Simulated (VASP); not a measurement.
# InP (F-43m) in VASP: relaxation of the atoms with PBE

Aim: the relaxation of the atoms of InP with PBE.

Everything below comes from runs of VASP 6.6.1. Logs are shortened: lines on timing, memory, paths and dates and some standing lists are left out, and cuts for length are marked.

### Step 1. The cell of the first run

It takes space group F-43m (No. 216, cubic). The conventional cell has a = 5.861 Å, b = 5.861 Å, c = 5.861 Å, α = 90.00°, β = 90.00°, γ = 90.00°. In (site symmetry -43m) has 4 P at 2.54 Å within 3.3 Å. Within 3.3 Å of P (site symmetry -43m) lie 4 In at 2.54 Å.

### Step 2. Relaxation of the atoms, PBE

The input, INCAR:

```
  PREC = Accurate
  ENCUT = 520
  EDIFF = 1E-7
  ISMEAR = 0
  SIGMA = 0.01
  LREAL = F
  LASPH = T
  NELM = 80
  ALGO = Normal
  ISIF = 2
  LWAVE = F
  LCHARG = F
  GGA = PE
  IBRION = 2
  NSW = 80
  EDIFFG = -0.002
```

The input, KPOINTS:

```
Automatic mesh
0
Gamma
  8 8 8
```

The input, POSCAR:

```
InP
1.0
    0.0000000000      2.9305000000      2.9305000000
    2.9305000000      0.0000000000      2.9305000000
    2.9305000000      2.9305000000      0.0000000000
In P
1 1
Direct
    0.0000000000      0.0000000000      0.0000000000
    0.2500000000      0.2500000000      0.2500000000
```

Potentials or basis: VASP PAW PBE potentials, release 64 (In_d, P).

Launch:

```console
$ cat potpaw_PBE.64/In_d/POTCAR potpaw_PBE.64/P/POTCAR > POTCAR
$ mpirun -np 1 vasp_std > vasp.out
```

OUTCAR:

```text
PREC = Accurate
   ENCUT = 520
   EDIFF = 1E-7
   ISMEAR = 0
   LREAL = F
   LASPH = T
   NELM = 80
   ISIF = 2
   GGA = PE
   IBRION = 2
   NSW = 80
   EDIFFG = -0.002

 ion  position               nearest neighbor table
   1  0.000  0.000  0.000-   2 2.54   2 2.54   2 2.54   2 2.54
   2  0.250  0.250  0.250-   1 2.54   1 2.54   1 2.54   1 2.54

  LATTYP: Found a face centered cubic cell.
 ALAT       =     5.8610000000

  Lattice vectors:

 A1 = (   0.0000000000,   2.9305000000,   2.9305000000)
 A2 = (   2.9305000000,   0.0000000000,   2.9305000000)
 A3 = (   2.9305000000,   2.9305000000,   0.0000000000)

Analysis of symmetry for initial positions (statically):
=====================================================================
 Subroutine PRICEL returns:
 Original cell was already a primitive cell.

 Routine SETGRP: Setting up the symmetry group for a
 face centered cubic supercell.

 Subroutine GETGRP returns: Found 24 space group operations
 (whereof 24 operations were pure point group operations)
 out of a pool of 48 trial point group operations.

The static configuration has the point symmetry T_d .

Analysis of symmetry for dynamics (positions and initial velocities):
=====================================================================
 Subroutine PRICEL returns:
 Original cell was already a primitive cell.

 Routine SETGRP: Setting up the symmetry group for a
 face centered cubic supercell.

 Subroutine GETGRP returns: Found 24 space group operations
 (whereof 24 operations were pure point group operations)
 out of a pool of 48 trial point group operations.

The dynamic configuration has the point symmetry T_d .

 Subroutine INISYM returns: Found 24 space group operations
 (whereof 24 operations are pure point group operations),
 and found     1 'primitive' translations

----------------------------------------------------------------------------------------

                                     Primitive cell

  volume of cell :      50.3333

  direct lattice vectors                    reciprocal lattice vectors
     0.000000000  2.930500000  2.930500000    -0.170619348  0.170619348  0.170619348
     2.930500000  0.000000000  2.930500000     0.170619348 -0.170619348  0.170619348
     2.930500000  2.930500000  0.000000000     0.170619348  0.170619348 -0.170619348

  length of vectors
     4.144352845  4.144352845  4.144352845     0.295521380  0.295521380  0.295521380

  position of ions in fractional coordinates (direct lattice)
     0.000000000  0.000000000  0.000000000
     0.250000000  0.250000000  0.250000000

  ion indices of the primitive-cell ions
   primitive index   ion index
                 1           1
                 2           2

----------------------------------------------------------------------------------------

 KPOINTS: Automatic mesh

Automatic generation of k-mesh.
 Grid dimensions read from file:
 generate k-points for:    8    8    8

 Generating k-lattice:

  Cartesian coordinates                     Fractional coordinates (reciprocal lattice)
    -0.021327419  0.021327419  0.021327419     0.125000000  0.000000000  0.000000000
     0.021327419 -0.021327419  0.021327419     0.000000000  0.125000000  0.000000000
     0.021327419  0.021327419 -0.021327419     0.000000000  0.000000000  0.125000000

  Length of vectors
     0.036940172  0.036940172  0.036940172

  Shift w.r.t. Gamma in fractional coordinates (k-lattice)
     0.000000000  0.000000000  0.000000000

 Subroutine IBZKPT returns following result:
 ===========================================

 Found     29 irreducible k-points:

 Following reciprocal coordinates:
            Coordinates               Weight
  0.000000  0.000000  0.000000      1.000000
  0.125000  0.000000  0.000000      8.000000
  0.250000  0.000000  0.000000      8.000000
  0.375000  0.000000  0.000000      8.000000
  0.500000  0.000000  0.000000      4.000000
  0.125000  0.125000  0.000000      6.000000
[... 16 lines left out ...]
  0.500000  0.250000  0.125000     48.000000
 -0.375000  0.250000  0.125000     24.000000
 [... further k-points ...]
   k-points           NKPTS =     29   k-points in BZ     NKDIM =     29   number of bands    NBANDS=     13
   number of dos      NEDOS =    301   number of ions     NIONS =      2
   total plane-waves  NPLWV =  32768
   dimension x,y,z NGX =    32 NGY =   32 NGZ =   32
   dimension x,y,z NGXF=    64 NGYF=   64 NGZF=   64
   ions per type =               1   1
   NGX,Y,Z   is equivalent  to a cutoff of  12.84, 12.84, 12.84 a.u.
   NGXF,Y,Z  is equivalent  to a cutoff of  25.67, 25.67, 25.67 a.u.
 SYSTEM =  unknown system
   PREC   = accura    normal or accurate (medium, high low for compatibility)
   ISTART =      0    job   : 0-new  1-cont  2-samecut
   ICHARG =      2    charge: 1-file 2-atom 10-const
   ISPIN  =      1    spin polarized calculation?
   LNONCOLLINEAR =      F non collinear calculations
   LSORBIT =      F    spin-orbit coupling
   LASPH  =      T    aspherical Exc in radial PAW
   ENCUT  =  520.0 eV  38.22 Ry    6.18 a.u.   7.71  7.71  7.71*2*pi/ulx,y,z
   NELM   =     80;   NELMIN=  2; NELMDL= -5     # of ELM steps
   EDIFF  = 0.1E-06   stopping-criterion for ELM
   LREAL  =      F    real-space projection
   EDIFFG = -.2E-02   stopping-criterion for IOM
   NSW    =     80    number of steps for IOM
   IBRION =      2    ionic relax: 0-MD 1-quasi-New 2-CG
   NFREE  =      1    steps in history (QN), initial steepest desc. (CG)
   ISIF   =      2    stress and relaxation
   ISYM   =      2    0-nonsym 1-usesym 2-fastsym
   POTIM  = 0.5000    time-step for ionic-motion
   TEBEG  =    0.0;   TEEND  =   0.0 temperature during run
   PSTRESS=    0.0 pullay stress
   NELECT =      18.0000    total number of electrons
   NUPDOWN=      -1.0000    fix difference up-down
   EMIN   =  10.00;   EMAX   =-10.00  energy-range for DOS
   EFERMI =   0.00;   METHOD = LEGACY
   ISMEAR =     0;   SIGMA  =   0.01  broadening in eV -4-tet -1-fermi 0-gaus
   EFERMI_NEDOS =   21; number of points for ismear=-14 and -15
   IALGO  =     38    algorithm
   IMIX   =      4    mixing-type and parameters
     AMIX     =   0.40;   BMIX     =  1.00
     AMIX_MAG =   1.60;   BMIX_MAG =  1.00
  volume/ion in A,a.u.               =      25.17       169.83
  Fermi-wavevector in a.u.,A,eV,Ry     =   1.162021  2.195901 18.371846  1.350293
  Thomas-Fermi vector in A             =   2.298587
   LORBIT       =      0    0 simple, 1 ext, 2 COOP (PROOUT), +10 PAW based schemes
   GGA     = PE    functional components
   LHFCALC =     F    Hartree Fock is set to
   AEXX    =    0.0000 exact exchange contribution
   IVDW    =     0    specifies the selected vdW correction
   LEPSILON=     F    determine dielectric tensor
   LRPA    =     F    only Hartree local field effects (RPA)
 conjugate gradient relaxation of ions
 non-spin polarized calculation
 Gauss-broadening in eV      SIGMA  =   0.01
  energy-cutoff  :      520.00
  volume of cell :       50.33
 maximum number of plane-waves:      1380
   NGX = 15   NGY = 15   NGZ = 15

 number of electron      18.0000005 magnetization

 Free energy of the ion-electron system (eV)
  ---------------------------------------------------
  ext. energy  EPLUGINS =         0.00000000
  ---------------------------------------------------
  free energy    TOTEN  =        -8.38078732 eV

  energy without entropy =       -8.38078732  energy(sigma->0) =       -8.38078732

 E-fermi :   5.2842     XC(G=0):  -9.2826

 val. band max:        5.1894560434   @ k =   0.0000   0.0000   0.0000
 cond. band min:       5.9014968825   @ k =   0.0000   0.0000   0.0000
 fundamental gap:      0.7120408391
 Fermi energy:         5.2842307974

 k-point     1 :       0.0000    0.0000    0.0000
  band No.  band energies     occupation
      1      -8.9969      2.00000
      2      -8.9969      2.00000
      3      -8.9969      2.00000
      4      -8.8448      2.00000
      5      -8.8448      2.00000
      6      -6.3279      2.00000
      7       5.1895      2.00000
      8       5.1895      2.00000
      9       5.1895      2.00000
     10       5.9015      0.00000
     11       9.2814      0.00000
     12       9.2814      0.00000
     13       9.2814      0.00000

 k-point     2 :       0.1250    0.0000    0.0000
  band No.  band energies     occupation
      1      -9.0158      2.00000
      2      -8.9894      2.00000
      3      -8.9894      2.00000
      4      -8.8447      2.00000
      5      -8.8447      2.00000
      6      -6.1493      2.00000
      7       3.6514      2.00000
      8       5.0035      2.00000
      9       5.0035      2.00000
     10       6.8443      0.00000
     11       9.4342      0.00000
     12       9.5587      0.00000
     13       9.5587      0.00000

 k-point     3 :       0.2500    0.0000    0.0000
  band No.  band energies     occupation
      1      -9.0592      2.00000
      2      -8.9735      2.00000
      3      -8.9735      2.00000
      4      -8.8421      2.00000
      5      -8.8421      2.00000
      6      -5.6508      2.00000
      7       1.7502      2.00000
      8       4.6325      2.00000
      9       4.6325      2.00000
     10       6.9856      0.00000
     11       9.9822      0.00000
     12       9.9822      0.00000
     13      10.5110      0.00000
[... 305 lines left out ...]
 k-point    23 :       0.5000    0.2500    0.1250
  band No.  band energies     occupation
      1      -9.1212      2.00000
      2      -8.9488      2.00000
      3      -8.9333      2.00000
      4      -8.8561      2.00000
      5      -8.8292      2.00000
      6      -4.6260      2.00000
      7       0.2003      2.00000
      8       2.6443      2.00000
      9       3.7410      2.00000
     10       8.3968      0.00000
     11       9.3972      0.00000
     12      10.4814      0.00000
     13      11.8984      0.00000

 k-point    24 :      -0.3750    0.2500    0.1250
  band No.  band energies     occupation
      1      -9.1299      2.00000
      2      -8.9482      2.00000
      3      -8.9283      2.00000
      4      -8.8502      2.00000
      5      -8.8317      2.00000
      6      -4.2860      2.00000
      7      -0.3520      2.00000
      8       2.4985      2.00000
      9       3.5581      2.00000
     10       8.3623      0.00000
     11       9.3721      0.00000
     12      11.0704      0.00000
     13      12.4217      0.00000

 [... further k-points ...]
[... 5 lines left out ...]
  --------------------------------------------------------------------------------------
  -------------------------------------------------------------------------------------
  Total        1.0306547      1.0306547      1.0306547      0.0000000      0.0000000     -0.0000000
  in kB       32.8071559     32.8071559     32.8071559      0.0000000      0.0000000     -0.0000000
  external PRESSURE =      32.8071559 kB  Pullay stress =       0.0000000 kB

 VOLUME and BASIS-vectors are now :
 -----------------------------------------------------------------------------
  energy-cutoff  :      520.00
  volume of cell :       50.33
      direct lattice vectors                 reciprocal lattice vectors
     0.000000000  2.930500000  2.930500000    -0.170619348  0.170619348  0.170619348
     2.930500000  0.000000000  2.930500000     0.170619348 -0.170619348  0.170619348
     2.930500000  2.930500000  0.000000000     0.170619348  0.170619348 -0.170619348

 POSITION                                       TOTAL-FORCE (eV/Angst)
 -----------------------------------------------------------------------------------
      0.00000      0.00000      0.00000        -0.000000     -0.000000     -0.000000
      1.46525      1.46525      1.46525         0.000000      0.000000      0.000000
 -----------------------------------------------------------------------------------
    total drift:                               -0.000000     -0.000000     -0.000000

  FREE ENERGIE OF THE ION-ELECTRON SYSTEM (eV)
  ---------------------------------------------------
  free  energy   TOTEN  =        -8.3807873202 eV

  energy  without entropy=       -8.3807873202  energy(sigma->0) =       -8.38078732

 reached required accuracy - stopping structural energy minimisation
```

Run time: 38 s. Hardware: 1 thread of AMD EPYC 7R13 (Zen 3), shared host; peak memory 0.15 GiB.

What came out:

| Item | Value |
| --- | --- |
| Free energy | -8.3808 eV |
| Pressure after relaxing | 3.3 GPa |
| Band gap on the k mesh | 0.71 eV, direct |

Final structure:
```
In P
1.0
     0.00000    2.93050    2.93050
     2.93050    0.00000    2.93050
     2.93050    2.93050    0.00000
In P
1 1
Direct
  0.00000 0.00000 0.00000
  0.25000 0.25000 0.25000
```

Levels at points of the mesh, in eV from the valence-band top:
```
           k point  band 7  band 8  band 9  band 10  band 11  band 12
(0.00, 0.00, 0.00)    0.00    0.00    0.00     0.71     4.09     4.09
(0.50, 0.00, 0.00)   -5.73   -0.97   -0.97     1.50     4.81     4.81
(0.50, 0.50, 0.00)   -5.75   -2.32   -2.32     1.76     2.27     9.21
```

Caveat: the relaxation stopped at its first step, so nothing moved; spin-orbit coupling is left out, which moves the levels of the heavy elements. PBE gaps usually lie below the measured ones, often by a third to a half.
